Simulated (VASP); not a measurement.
# Zn (P6_3/mmc) in VASP: vibrations by perturbation theory with SVWN5

Aim: the vibrations by perturbation theory of Zn with SVWN5.

Program: VASP 6.6.1. These are calculated values, not measurements. Logs are shortened: lines on timing, memory, paths and dates and some standing lists are left out, and cuts for length are marked.

### Step 1. The cell of the first run

Symmetry: P6_3/mmc, No. 194, hexagonal system. Conventional cell: a = 2.670 Å, b = 2.670 Å, c = 4.966 Å, α = 90.00°, β = 90.00°, γ = 120.00°. Zn (site symmetry -6m2) has 12 Zn at 2.67 to 2.92 Å within 3.5 Å.

### Step 2. Vibrations by perturbation theory, SVWN5, collinear spin

INCAR

```
SYSTEM = Zn
PREC = Accurate
ENCUT = 520
EDIFF = 1E-8
ISMEAR = 0
SIGMA = 0.1
LREAL = .False.
LASPH = .True.
NELM = 150
ALGO = Normal
ISIF = 2
LWAVE = .False.
LCHARG = .False.
ISPIN = 2
MAGMOM = 0.875 0.125
LORBIT = 11
NUPDOWN = 1.0
GGA = VW
NBANDS = 23
IBRION = 8
NSW = 1
```

KPOINTS

```
Automatic mesh
0
Gamma
  11 11 6
  0 0 0
```

POSCAR

```
Zn
1.0
    2.6700000000      0.0000000000      0.0000000000
   -1.3350000000      2.3122878281      0.0000000000
    0.0000000000      0.0000000000      4.9660000000
Zn
2
Direct
    0.6666666667      0.3333333333      0.7500000000
    0.3333333333      0.6666666667      0.2500000000
```

Potentials or basis: VASP PAW PBE potentials, release 64 (Zn).

Command:

```
> cat potpaw_PBE.64/Zn/POTCAR > POTCAR
> mpirun -np 1 vasp_std > vasp.out
```

OUTCAR:

```text
SYSTEM = Zn
   PREC = Accurate
   ENCUT = 520
   EDIFF = 1E-8
   ISMEAR = 0
   LREAL = .False.
   LASPH = .True.
   NELM = 150
   ISIF = 2
   ISPIN = 2
   LORBIT = 11
   NUPDOWN = 1.0
   GGA = VW
   IBRION = 8
   NSW = 1

 ion  position               nearest neighbor table
   1  0.667  0.333  0.750-   2 2.92   2 2.92   2 2.92   2 2.92   2 2.92   2 2.92
   2  0.333  0.667  0.250-   1 2.92   1 2.92   1 2.92   1 2.92   1 2.92   1 2.92

  LATTYP: Found a hexagonal cell.
 ALAT       =     2.6700000000
 C/A-ratio  =     1.8599250936

  Lattice vectors:

 A1 = (   2.6700000000,   0.0000000000,   0.0000000000)
 A2 = (  -1.3350000000,   2.3122878281,   0.0000000000)
 A3 = (   0.0000000000,   0.0000000000,   4.9660000000)

Analysis of symmetry for initial positions (statically):
=====================================================================
 Subroutine PRICEL returns:
 Original cell was already a primitive cell.

 Routine SETGRP: Setting up the symmetry group for a
 hexagonal supercell.

 Subroutine GETGRP returns: Found 24 space group operations
 (whereof 12 operations were pure point group operations)
 out of a pool of 24 trial point group operations.

The static configuration has the point symmetry D_3d.
 The point group associated with its full space group is D_6h.

Analysis of symmetry for dynamics (positions and initial velocities):
=====================================================================
 Subroutine PRICEL returns:
 Original cell was already a primitive cell.

 Routine SETGRP: Setting up the symmetry group for a
 hexagonal supercell.

 Subroutine GETGRP returns: Found 24 space group operations
 (whereof 12 operations were pure point group operations)
 out of a pool of 24 trial point group operations.

The dynamic configuration has the point symmetry D_3d.
 The point group associated with its full space group is D_6h.

Analysis of structural, dynamic, and magnetic symmetry:
=====================================================================
 Subroutine PRICEL returns:
 Original cell was already a primitive cell.

 Routine SETGRP: Setting up the symmetry group for a
 hexagonal supercell.

 Subroutine GETGRP returns: Found 12 space group operations
 (whereof  6 operations were pure point group operations)
 out of a pool of 24 trial point group operations.

The overall configuration has the point symmetry C_3v.
 The point group associated with its full space group is D_3h.

 Subroutine INISYM returns: Found 12 space group operations
 (whereof  6 operations are pure point group operations),
 and found     1 'primitive' translations

----------------------------------------------------------------------------------------

                                     Primitive cell

  volume of cell :      30.6591

  direct lattice vectors                    reciprocal lattice vectors
     2.670000000  0.000000000  0.000000000     0.374531835  0.216236056  0.000000000
    -1.335000000  2.312287828  0.000000000     0.000000000  0.432472112  0.000000000
     0.000000000  0.000000000  4.966000000     0.000000000  0.000000000  0.201369311

  length of vectors
     2.670000000  2.670000000  4.966000000     0.432472112  0.432472112  0.201369311

  position of ions in fractional coordinates (direct lattice)
     0.666666667  0.333333333  0.750000000
     0.333333333  0.666666667  0.250000000

  ion indices of the primitive-cell ions
   primitive index   ion index
                 1           1
                 2           2

----------------------------------------------------------------------------------------

 KPOINTS: Automatic mesh

Automatic generation of k-mesh.
[... 114 lines left out ...]

  energy without entropy =       46.21748325  energy(sigma->0) =       46.21593585

 E-fermi :   0.9627     XC(G=0): -11.8261

 val. band max:        4.1334666934   @ k =   0.2727   0.2727   0.0000
 cond. band min:       0.9633664882   @ k =   0.4545   0.0909   0.3333
 fundamental gap:     -3.1701002052
 Fermi energy:         4.1898038405

 spin component 1

 k-point     1 :       0.0000    0.0000    0.0000
  band No.  band energies     occupation
      1      -7.9300      1.00000
      2      -6.0800      1.00000
      3      -5.3515      1.00000
      4      -5.1328      1.00000
      5      -5.1328      1.00000
      6      -5.0834      1.00000
[... 613 lines left out ...]
     22      23.8422      0.00000
     23      24.6360      0.00000

 [... further k-points ...]

 spin component 2

 k-point     1 :       0.0000    0.0000    0.0000
  band No.  band energies     occupation
      1      -7.4228      1.00000
      2      -5.7796      1.00000
      3      -5.1120      1.00000
      4      -4.8984      1.00000
      5      -4.8984      1.00000
      6      -4.8504      1.00000
[... 616 lines left out ...]
 [... further k-points ...]

------------------------ aborting loop because EDIFF is reached ----------------------------------------

  FORCE on cell =-STRESS in cart. coord.  units (eV):
  Direction    XX          YY          ZZ          XY          YZ          ZX
  --------------------------------------------------------------------------------------
  -------------------------------------------------------------------------------------
  Total       -0.5030745     -0.5030745     -0.8560876     -0.0000000     -0.0000000      0.0000000
  in kB      -26.2895401    -26.2895401    -44.7372117     -0.0000000     -0.0000000      0.0000000
  external PRESSURE =     -32.4387640 kB  Pullay stress =       0.0000000 kB

 VOLUME and BASIS-vectors are now :
 -----------------------------------------------------------------------------
  energy-cutoff  :      520.00
  volume of cell :       30.66
      direct lattice vectors                 reciprocal lattice vectors
     2.670000000  0.000000000  0.000000000     0.374531835  0.216236056  0.000000000
    -1.335000000  2.312287828  0.000000000     0.000000000  0.432472112  0.000000000
     0.000000000  0.000000000  4.966000000     0.000000000  0.000000000  0.201369311

 POSITION                                       TOTAL-FORCE (eV/Angst)
 -----------------------------------------------------------------------------------
      1.33500      0.77076      3.72450         0.000000      0.000000     -0.000000
     -0.00000      1.54153      1.24150        -0.000000     -0.000000      0.000000
 -----------------------------------------------------------------------------------
    total drift:                                0.000000     -0.000000     -0.000000

  FREE ENERGIE OF THE ION-ELECTRON SYSTEM (eV)
  ---------------------------------------------------
  free  energy   TOTEN  =        46.2143884563 eV

  energy  without entropy=       46.2174832520  energy(sigma->0) =       46.21593585

[... ionic steps 2 to 3 ...]

--------------------------------------- Ionic step        4  -------------------------------------------

------------------------ aborting loop because EDIFF is reached ----------------------------------------
[... 11 lines left out ...]
[... ionic steps 8 to 8 ...]

--------------------------------------- Ionic step        9  -------------------------------------------

 Free energy of the ion-electron system (eV)
  ---------------------------------------------------
  ---------------------------------------------------
  free energy    TOTEN  =        -0.22199449 eV

  energy without entropy =       -0.22199449

------------------------ aborting loop because EDIFF is reached ----------------------------------------

 INTERNAL STRAIN TENSOR  FOR ION    2  DIRECTION 3   (eV/Angst):
 -----------------------------------------------------------------------------
    -0.00072  0.00000 -0.00000
     0.00000 -0.00072  0.00000
     0.00000  0.00000  0.00552

 INTERNAL STRAIN TENSOR FOR ION    2 for displacements in x,y,z  (eV/Angst):
          X           Y           Z          XY          YZ          ZX
  --------------------------------------------------------------------------------
  x     0.00000     0.00000     0.00000     0.07071     0.00000     0.00000
  y     0.07071    -0.07071     0.00000     0.00000     0.00000     0.00000
  z    -0.00000     0.00000     0.00000     0.00000     0.00000     0.00000

 SECOND DERIVATIVES (NOT SYMMETRIZED)
 ------------------------------------
               1X          1Y          1Z          2X          2Y          2Z
  1X    -0.125253   -0.000000    0.000000    0.125253    0.000000    0.000000
  1Y     0.000000   -0.125253    0.000000   -0.000000    0.125253    0.000000
  1Z     0.000000    0.000000   -1.993328    0.000000    0.000000    1.993328
  2X     0.125550    0.000000    0.000000   -0.125550    0.000000    0.000000
  2Y     0.000000    0.125550    0.000000    0.000000   -0.125550    0.000000
  2Z     0.000000    0.000000    1.993315    0.000000    0.000000   -1.993315

 Eigenvectors and eigenvalues of the dynamical matrix
 ----------------------------------------------------

   1 f  =    3.860101 THz    24.253732 2PiTHz  128.759119 cm-1    15.964089 meV
             X         Y         Z           dx          dy          dz
      1.335000  0.770763  3.724500     0.000000    0.000000    0.707108
     -0.000000  1.541525  1.241500     0.000000   -0.000000   -0.707106
[... 21 lines left out ...]
   6 f/i=    0.000573 THz     0.003603 2PiTHz    0.019125 cm-1     0.002371 meV
             X         Y         Z           dx          dy          dz
      1.335000  0.770763  3.724500    -0.024285    0.707109    0.000000
     -0.000000  1.541525  1.241500    -0.024256    0.706272    0.000000

--------------------------------------------------------------------------------------------------------

 ELASTIC MODULI CONTR FROM IONIC RELAXATION (kBar)
 Direction    XX          YY          ZZ          XY          YZ          ZX
 --------------------------------------------------------------------------------
 XX          -2.1618      2.1618     -0.0000     -0.0000      0.0000     -0.0000
 YY           2.1618     -2.1618      0.0000      0.0000      0.0000      0.0000
 ZZ          -0.0000      0.0000     -0.0000     -0.0000      0.0000      0.0000
 XY          -0.0000      0.0000     -0.0000     -2.1618      0.0000      0.0000
 YZ           0.0000      0.0000      0.0000      0.0000      0.0000      0.0000
 ZX          -0.0000      0.0000      0.0000      0.0000      0.0000     -0.0000
 --------------------------------------------------------------------------------

 total charge

# of ion       s       p       d       tot
------------------------------------------
    1        0.636   0.419   9.735  10.790
    2        0.636   0.419   9.735  10.790
--------------------------------------------------
tot          1.271   0.837  19.471  21.579

 magnetization (x)

# of ion       s       p       d       tot
------------------------------------------
    1        0.107   0.131   0.048   0.285
    2        0.107   0.131   0.048   0.285
--------------------------------------------------
tot          0.213   0.262   0.095   0.571
```

Wall time 30 min (1 thread of Oxide Virtual Turin-like, shared host); peak memory 0.6 GiB.

Results:

| Quantity | Value |
| --- | --- |
| Net moment | 1.00 μB per cell |
| Site moments | Zn +0.28 μB |
| Valence electrons inside the program's atomic spheres | Zn 10.79 |
| Highest phonon frequency at Γ | 129 cm⁻¹ |

Phonon frequencies in cm⁻¹ (negative: imaginary):
| q point | frequencies |
| --- | --- |
| (0.000, 0.000, 0.000) | 0 0 0 32 32 129 |

Caveat: the cell stands under pressure or tension, which shifts response properties; the PAW data sets were made with another functional, which shifts forces and pressure a little; the total moment is fixed, so each spin has its own Fermi level and the state may be an excited one.
